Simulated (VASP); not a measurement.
# CsBr (Pm-3m) in VASP: further runs

Aim: see how the results for CsBr move with the level of theory and the settings. Levels: LDA, PBE. Tasks: single point.

All numbers are computed with VASP 6.6.1; they aren't measurements. Logs are shortened: lines on timing, memory, paths and dates and some standing lists are left out, and cuts for length are marked.

## (1) The cell of the first run

Symmetry: Pm-3m, No. 221, cubic system. Conventional cell: a = 4.286 Å, b = 4.286 Å, c = 4.286 Å, α = 90.00°, β = 90.00°, γ = 90.00°. Cs (site symmetry m-3m) has 8 Br at 3.71 Å and 6 Cs at 4.29 Å within 4.9 Å. Within 4.9 Å of Br (site symmetry m-3m) lie 8 Cs at 3.71 Å and 6 Br at 4.29 Å.

## (2) Single point, LDA

File INCAR:

```
SYSTEM = CsBr
PREC     = Accurate       ! precision mode
ENCUT    = 500            ! plane-wave cutoff, eV
EDIFF    = 1E-6           ! SCF threshold, eV
ISMEAR   = -1             ! smearing method
SIGMA    = 0.02           ! smearing width, eV
LREAL    = .False.        ! projectors in reciprocal space
LASPH    = .True.         ! aspherical terms in the spheres
NELM     = 120            ! most SCF steps
ALGO     = Normal         ! electronic algorithm
ISIF     = 2              ! what is computed and relaxed
LWAVE    = .False.        ! write WAVECAR
LCHARG   = .True.         ! write CHGCAR
GGA      = CA             ! functional
LELF     = .True.         ! ELF
LVHAR    = .True.       
NBANDS   = 15             ! bands
GGA_COMPAT= .False.
```

File KPOINTS:

```
Automatic mesh
0
Gamma
  6 6 6
  0 0 0
```

File POSCAR:

```
CsBr
1.0
    4.2860000000      0.0000000000      0.0000000000
    0.0000000000      4.2860000000      0.0000000000
    0.0000000000      0.0000000000      4.2860000000
Cs Br
1 1
Direct
    0.0000000000      0.0000000000      0.0000000000
    0.5000000000      0.5000000000      0.5000000000
```

Potentials or basis: VASP PAW LDA potentials, release 64 (Cs_sv, Br).

On the command line:

```console
cat potpaw_LDA.64/Cs_sv/POTCAR potpaw_LDA.64/Br/POTCAR > POTCAR
mpirun -np 1 vasp_std > vasp.out
```

OUTCAR:

```text
SYSTEM = CsBr
   PREC = Accurate
   ENCUT = 500
   EDIFF = 1E-6
   ISMEAR = -1
   LREAL = .False.
   LASPH = .True.
   NELM = 120
   ISIF = 2
   GGA = CA

 ion  position               nearest neighbor table
   1  0.000  0.000  0.000-
   2  0.500  0.500  0.500-

  LATTYP: Found a simple cubic cell.
 ALAT       =     4.2860000000

  Lattice vectors:

 A1 = (   4.2860000000,   0.0000000000,   0.0000000000)
 A2 = (   0.0000000000,   4.2860000000,   0.0000000000)
 A3 = (   0.0000000000,   0.0000000000,   4.2860000000)

Analysis of symmetry for initial positions (statically):
=====================================================================
 Subroutine PRICEL returns:
 Original cell was already a primitive cell.

 Routine SETGRP: Setting up the symmetry group for a
 simple cubic supercell.

 Subroutine GETGRP returns: Found 48 space group operations
 (whereof 48 operations were pure point group operations)
 out of a pool of 48 trial point group operations.

The static configuration has the point symmetry O_h .

Analysis of symmetry for dynamics (positions and initial velocities):
=====================================================================
 Subroutine PRICEL returns:
 Original cell was already a primitive cell.

 Routine SETGRP: Setting up the symmetry group for a
 simple cubic supercell.

 Subroutine GETGRP returns: Found 48 space group operations
 (whereof 48 operations were pure point group operations)
 out of a pool of 48 trial point group operations.

The dynamic configuration has the point symmetry O_h .

 Subroutine INISYM returns: Found 48 space group operations
 (whereof 48 operations are pure point group operations),
 and found     1 'primitive' translations

----------------------------------------------------------------------------------------

                                     Primitive cell

  volume of cell :      78.7329

  direct lattice vectors                    reciprocal lattice vectors
     4.286000000  0.000000000  0.000000000     0.233317779  0.000000000  0.000000000
     0.000000000  4.286000000  0.000000000     0.000000000  0.233317779  0.000000000
     0.000000000  0.000000000  4.286000000     0.000000000  0.000000000  0.233317779

  length of vectors
     4.286000000  4.286000000  4.286000000     0.233317779  0.233317779  0.233317779

  position of ions in fractional coordinates (direct lattice)
     0.000000000  0.000000000  0.000000000
     0.500000000  0.500000000  0.500000000

  ion indices of the primitive-cell ions
   primitive index   ion index
                 1           1
                 2           2

----------------------------------------------------------------------------------------

 KPOINTS: Automatic mesh

Automatic generation of k-mesh.
 Grid dimensions read from file:
 generate k-points for:    6    6    6

 Generating k-lattice:

  Cartesian coordinates                     Fractional coordinates (reciprocal lattice)
     0.038886296  0.000000000  0.000000000     0.166666667  0.000000000  0.000000000
     0.000000000  0.038886296  0.000000000     0.000000000  0.166666667  0.000000000
     0.000000000  0.000000000  0.038886296     0.000000000  0.000000000  0.166666667

  Length of vectors
     0.038886296  0.038886296  0.038886296

  Shift w.r.t. Gamma in fractional coordinates (k-lattice)
     0.000000000  0.000000000  0.000000000

 Subroutine IBZKPT returns following result:
 ===========================================

 Found     20 irreducible k-points:

 Following reciprocal coordinates:
            Coordinates               Weight
  0.000000  0.000000  0.000000      1.000000
  0.166667  0.000000  0.000000      6.000000
  0.333333  0.000000  0.000000      6.000000
  0.500000  0.000000  0.000000      3.000000
  0.166667  0.166667  0.000000     12.000000
  0.333333  0.166667  0.000000     24.000000
[... 12 lines left out ...]
  0.500000  0.500000  0.333333      6.000000
  0.500000  0.500000  0.500000      1.000000
   k-points           NKPTS =     20   k-points in BZ     NKDIM =     20   number of bands    NBANDS=     15
   number of dos      NEDOS =    301   number of ions     NIONS =      2
   total plane-waves  NPLWV =  32768
   dimension x,y,z NGX =    32 NGY =   32 NGZ =   32
   dimension x,y,z NGXF=    64 NGYF=   64 NGZF=   64
   ions per type =               1   1
   NGX,Y,Z   is equivalent  to a cutoff of  12.41, 12.41, 12.41 a.u.
   NGXF,Y,Z  is equivalent  to a cutoff of  24.82, 24.82, 24.82 a.u.
 SYSTEM =  CsBr
   PREC   = accura    normal or accurate (medium, high low for compatibility)
   ISTART =      0    job   : 0-new  1-cont  2-samecut
   ICHARG =      2    charge: 1-file 2-atom 10-const
   ISPIN  =      1    spin polarized calculation?
   LNONCOLLINEAR =      F non collinear calculations
   LSORBIT =      F    spin-orbit coupling
   LASPH  =      T    aspherical Exc in radial PAW
   ENCUT  =  500.0 eV  36.75 Ry    6.06 a.u.   7.81  7.81  7.81*2*pi/ulx,y,z
   NELM   =    120;   NELMIN=  2; NELMDL= -5     # of ELM steps
   EDIFF  = 0.1E-05   stopping-criterion for ELM
   LREAL  =      F    real-space projection
   EDIFFG = 0.1E-04   stopping-criterion for IOM
   NSW    =      0    number of steps for IOM
   IBRION =     -1    ionic relax: 0-MD 1-quasi-New 2-CG
   NFREE  =      0    steps in history (QN), initial steepest desc. (CG)
   ISIF   =      2    stress and relaxation
   ISYM   =      2    0-nonsym 1-usesym 2-fastsym
   POTIM  = 0.5000    time-step for ionic-motion
   TEBEG  =    0.0;   TEEND  =   0.0 temperature during run
   PSTRESS=    0.0 pullay stress
   NELECT =      16.0000    total number of electrons
   NUPDOWN=      -1.0000    fix difference up-down
   EMIN   =  10.00;   EMAX   =-10.00  energy-range for DOS
   EFERMI =   0.00;   METHOD = LEGACY
   ISMEAR =    -1;   SIGMA  =   0.02  broadening in eV -4-tet -1-fermi 0-gaus
   EFERMI_NEDOS =   21; number of points for ismear=-14 and -15
   IALGO  =     38    algorithm
   IMIX   =      4    mixing-type and parameters
     AMIX     =   0.40;   BMIX     =  1.00
     AMIX_MAG =   1.60;   BMIX_MAG =  1.00
  volume/ion in A,a.u.               =      39.37       265.66
  Fermi-wavevector in a.u.,A,eV,Ry     =   0.962489  1.818841 12.604247  0.926386
  Thomas-Fermi vector in A             =   2.091953
   LORBIT       =      0    0 simple, 1 ext, 2 COOP (PROOUT), +10 PAW based schemes
   GGA     = CA    functional components
   LHFCALC =     F    Hartree Fock is set to
   AEXX    =    0.0000 exact exchange contribution
   IVDW    =     0    specifies the selected vdW correction
   LEPSILON=     F    determine dielectric tensor
   LRPA    =     F    only Hartree local field effects (RPA)
 non-spin polarized calculation
  energy-cutoff  :      500.00
  volume of cell :       78.73
 maximum number of plane-waves:      2016
 NGX is ok and might be reduce to    32
   NGX = 15   NGY = 15   NGZ = 15

 number of electron      15.9999998 magnetization

 Free energy of the ion-electron system (eV)
  ---------------------------------------------------
  ext. energy  EPLUGINS =         0.00000000
  ---------------------------------------------------
  free energy    TOTEN  =        -6.75246100 eV

  energy without entropy =       -6.75246100  energy(sigma->0) =       -6.75246100

 E-fermi :   0.0672     XC(G=0):  -8.4146

 val. band max:       -0.4088417418   @ k =   0.0000   0.0000   0.0000
 cond. band min:       3.7338924506   @ k =   0.0000   0.0000   0.0000
 fundamental gap:      4.1427341925
 Fermi energy:         0.0672499137

 k-point     1 :       0.0000    0.0000    0.0000
  band No.  band energies     occupation
      1     -20.1270      2.00000
      2     -12.8028      2.00000
      3      -6.7151      2.00000
      4      -6.7151      2.00000
      5      -6.7151      2.00000
      6      -0.4088      2.00000
      7      -0.4088      2.00000
      8      -0.4088      2.00000
      9       3.7339      0.00000
     10       4.2609      0.00000
     11       4.2609      0.00000
     12       8.6302      0.00000
     13       8.6302      0.00000
     14       8.6302      0.00000
     15      11.5625      0.00000

 k-point     2 :       0.1667    0.0000    0.0000
  band No.  band energies     occupation
      1     -20.1130      2.00000
      2     -12.8066      2.00000
      3      -6.8283      2.00000
      4      -6.6875      2.00000
      5      -6.6875      2.00000
      6      -0.8516      2.00000
      7      -0.4631      2.00000
      8      -0.4631      2.00000
      9       4.4148      0.00000
     10       4.4406      0.00000
     11       4.8838      0.00000
     12       8.4642      0.00000
     13       8.4642      0.00000
     14       8.7746      0.00000
     15      10.1131      0.00000

 k-point     3 :       0.3333    0.0000    0.0000
  band No.  band energies     occupation
      1     -20.0849      2.00000
      2     -12.8160      2.00000
      3      -7.0318      2.00000
      4      -6.6306      2.00000
      5      -6.6306      2.00000
      6      -1.5284      2.00000
      7      -0.5757      2.00000
      8      -0.5757      2.00000
      9       4.9176      0.00000
     10       5.7923      0.00000
     11       6.2748      0.00000
     12       8.3255      0.00000
     13       8.3255      0.00000
     14       8.4548      0.00000
     15       9.1316      0.00000
[... 271 lines left out ...]
 k-point    19 :       0.5000    0.5000    0.3333
  band No.  band energies     occupation
      1     -19.9889      2.00000
      2     -12.6394      2.00000
      3      -7.1949      2.00000
      4      -7.1949      2.00000
      5      -7.0005      2.00000
      6      -1.4849      2.00000
      7      -1.4849      2.00000
      8      -1.3905      2.00000
      9       6.9873      0.00000
     10       7.0171      0.00000
     11       7.2683      0.00000
     12       7.2683      0.00000
     13       9.1870      0.00000
     14       9.1870      0.00000
     15      10.9008      0.00000

 k-point    20 :       0.5000    0.5000    0.5000
  band No.  band energies     occupation
      1     -19.9775      2.00000
      2     -12.6190      2.00000
      3      -7.1425      2.00000
      4      -7.1425      2.00000
      5      -7.1425      2.00000
      6      -1.6432      2.00000
      7      -1.6432      2.00000
      8      -1.6432      2.00000
      9       7.7672      0.00000
     10       7.7672      0.00000
     11       7.7672      0.00000
     12       8.5022      0.00000
     13       8.5022      0.00000
     14       8.5022      0.00000
     15      10.9575      0.00000

------------------------ aborting loop because EDIFF is reached ----------------------------------------

  FORCE on cell =-STRESS in cart. coord.  units (eV):
  Direction    XX          YY          ZZ          XY          YZ          ZX
  --------------------------------------------------------------------------------------
  -------------------------------------------------------------------------------------
  Total       -0.7952297     -0.7952297     -0.7952297     -0.0000000     -0.0000000     -0.0000000
  in kB      -16.1825387    -16.1825387    -16.1825387     -0.0000000     -0.0000000     -0.0000000
  external PRESSURE =     -16.1825387 kB  Pullay stress =       0.0000000 kB

 VOLUME and BASIS-vectors are now :
 -----------------------------------------------------------------------------
  energy-cutoff  :      500.00
  volume of cell :       78.73
      direct lattice vectors                 reciprocal lattice vectors
     4.286000000  0.000000000  0.000000000     0.233317779  0.000000000  0.000000000
     0.000000000  4.286000000  0.000000000     0.000000000  0.233317779  0.000000000
     0.000000000  0.000000000  4.286000000     0.000000000  0.000000000  0.233317779

 POSITION                                       TOTAL-FORCE (eV/Angst)
 -----------------------------------------------------------------------------------
      0.00000      0.00000      0.00000         0.000000      0.000000      0.000000
      2.14300      2.14300      2.14300         0.000000      0.000000      0.000000
 -----------------------------------------------------------------------------------
    total drift:                                0.000000      0.000000     -0.000000

  FREE ENERGIE OF THE ION-ELECTRON SYSTEM (eV)
  ---------------------------------------------------
  free  energy   TOTEN  =        -6.7524609991 eV

  energy  without entropy=       -6.7524609991  energy(sigma->0) =       -6.75246100
```

Wall time 9.9 s (1 thread of Intel Xeon 6975P-C (Granite Rapids), shared host); peak memory 0.15 GiB.

What came out:

| Quantity | Value |
| --- | --- |
| Free energy | -6.7525 eV |
| Pressure | -1.6 GPa |
| Band gap on the k mesh | 4.14 eV, direct |

Levels at points of the mesh, in eV from the valence-band top:
```csv
k point,band 5,band 6,band 7,band 8,band 9,band 10,band 11,band 12
"(0.00, 0.00, 0.00)",-6.31,0.00,0.00,0.00,4.14,4.67,4.67,9.04
"(0.50, 0.00, 0.00)",-6.19,-1.40,-0.23,-0.23,5.70,7.06,7.47,8.09
"(0.50, 0.50, 0.00)",-6.12,-0.59,-0.59,0.00,4.99,5.26,7.07,7.07
"(0.50, 0.50, 0.50)",-6.73,-1.23,-1.23,-1.23,8.18,8.18,8.18,8.91
```

Caveat: spin-orbit coupling is left out, which moves the levels of the heavy elements.

## (3) Single point, PBE, non-collinear spin, zero start, spin-orbit coupling

File INCAR:

```
SYSTEM = CsBr
  ALGO = Normal
  EDIFF = 1E-6
  ENCUT = 500
  GGA = PE
  GGA_COMPAT = .FALSE.
  ISIF = 2
  ISMEAR = -1
  LASPH = .TRUE.
  LCHARG = .FALSE.
  LNONCOLLINEAR = .TRUE.
  LORBIT = 11
  LORBMOM = .TRUE.
  LREAL = .FALSE.
  LSORBIT = .TRUE.
  LWAVE = .FALSE.
  MAGMOM = 0 0 0 0 0 0
  NBANDS = 28
  NELM = 200
  PREC = Accurate
  SIGMA = 0.02
```

File KPOINTS:

```
k-points
0
G
  6 6 6
  0 0 0
```

POSCAR is that of step 2.

Potentials or basis: VASP PAW PBE potentials, release 64 (Cs_sv, Br).

On the command line:

```console
cat potpaw_PBE.64/Cs_sv/POTCAR potpaw_PBE.64/Br/POTCAR > POTCAR
mpirun -np 1 vasp_ncl > vasp.out
```

OUTCAR:

```text
SYSTEM = CsBr
   EDIFF = 1E-6
   ENCUT = 500
   GGA = PE
   ISIF = 2
   ISMEAR = -1
   LASPH = .TRUE.
   LNONCOLLINEAR = .TRUE.
   LORBIT = 11
   LREAL = .FALSE.
   LSORBIT = .TRUE.
   NELM = 200
   PREC = Accurate

 ion  position               nearest neighbor table
   1  0.000  0.000  0.000-
   2  0.500  0.500  0.500-

  LATTYP: Found a simple cubic cell.
 ALAT       =     4.2860000000

  Lattice vectors:

 A1 = (   4.2860000000,   0.0000000000,   0.0000000000)
 A2 = (   0.0000000000,   4.2860000000,   0.0000000000)
 A3 = (   0.0000000000,   0.0000000000,   4.2860000000)

Analysis of symmetry for initial positions (statically):
=====================================================================
 Subroutine PRICEL returns:
 Original cell was already a primitive cell.

 Routine SETGRP: Setting up the symmetry group for a
 simple cubic supercell.

 Subroutine GETGRP returns: Found 48 space group operations
 (whereof 48 operations were pure point group operations)
 out of a pool of 48 trial point group operations.

The static configuration has the point symmetry O_h .

[... 874 lines left out ...]
     0.0000000     0.0000000     0.0000000     0.0000000     0.0000000     0.0000000     0.0000000
     0.0000000     0.0000000     0.0000000     0.0000000     0.0000000     0.0000000     0.0000000
     0.0000000     0.0000000     0.0000000     0.0000000     0.0000000     0.0000000     0.0000000
     0.0000000     0.0000000     0.0000000     0.0000000     0.0000000     0.0000000     0.0000000
     0.0000000     0.0000000     0.0000000     0.0000000     0.0000000     0.0000000     0.0000000

 Ion:    2  E_soc:     -0.0526393
 l=   1
     0.0000000    -0.0087723    -0.0087723
    -0.0087723     0.0000000    -0.0087723
    -0.0087723    -0.0087723     0.0000000
 l=   2
     0.0000000    -0.0000003     0.0000000    -0.0000003    -0.0000006
    -0.0000003     0.0000000    -0.0000004    -0.0000003    -0.0000001
     0.0000000    -0.0000004     0.0000000    -0.0000004     0.0000000
    -0.0000003    -0.0000003    -0.0000004     0.0000000    -0.0000001
    -0.0000006    -0.0000001     0.0000000    -0.0000001     0.0000000
 l=   3
     0.0000000     0.0000000     0.0000000     0.0000000     0.0000000     0.0000000     0.0000000
     0.0000000     0.0000000     0.0000000     0.0000000     0.0000000     0.0000000     0.0000000
     0.0000000     0.0000000     0.0000000     0.0000000     0.0000000     0.0000000     0.0000000
     0.0000000     0.0000000     0.0000000     0.0000000     0.0000000     0.0000000     0.0000000
     0.0000000     0.0000000     0.0000000     0.0000000     0.0000000     0.0000000     0.0000000
     0.0000000     0.0000000     0.0000000     0.0000000     0.0000000     0.0000000     0.0000000
     0.0000000     0.0000000     0.0000000     0.0000000     0.0000000     0.0000000     0.0000000

 total charge

# of ion       s       p       d       tot
------------------------------------------
    1        1.837   4.706   0.031   6.574
    2        1.602   3.286   0.002   4.890
--------------------------------------------------
tot          3.439   7.992   0.033  11.464

 magnetization (x)

# of ion       s       p       d       tot
------------------------------------------
    1        0.000   0.000   0.000   0.000
    2       -0.000   0.000  -0.000  -0.000
--------------------------------------------------
tot          0.000   0.000  -0.000   0.000

 magnetization (y)

# of ion       s       p       d       tot
------------------------------------------
    1        0.000   0.000   0.000   0.000
    2        0.000  -0.000   0.000  -0.000
--------------------------------------------------
tot          0.000   0.000   0.000   0.000

 magnetization (z)

# of ion       s       p       d       tot
------------------------------------------
    1        0.000   0.000   0.000   0.000
    2        0.000  -0.000   0.000  -0.000
--------------------------------------------------
tot          0.000   0.000   0.000   0.000
```

stdout:

```text
POSCAR found type information on POSCAR CsBr
 POSCAR found :  2 types and       2 ions
 scaLAPACK will be used
 LDA part: xc-table for (Slater+PW92), standard interpolation
 POSCAR, INCAR and KPOINTS ok, starting setup
 FFT: planning ... GRIDC
 FFT: planning ... GRID_SOFT
 FFT: planning ... GRID
 WAVECAR not read
 entering main loop
```

It took 36 s on 1 thread of Intel Xeon 6975P-C (Granite Rapids), shared host; peak memory 0.32 GiB.

What came out:

```yaml
Free_energy: -6.1932 eV
Pressure: 1.1 GPa
Net_moment: 0.00 μB per cell
Valence_electrons_inside_the_program's_atomic_spheres: Cs 6.57; Br 4.89
```

Moments on the atoms (μB; x, y, z):
```
Cs  0.00 0.00 0.00
Br  0.00 0.00 0.00
```
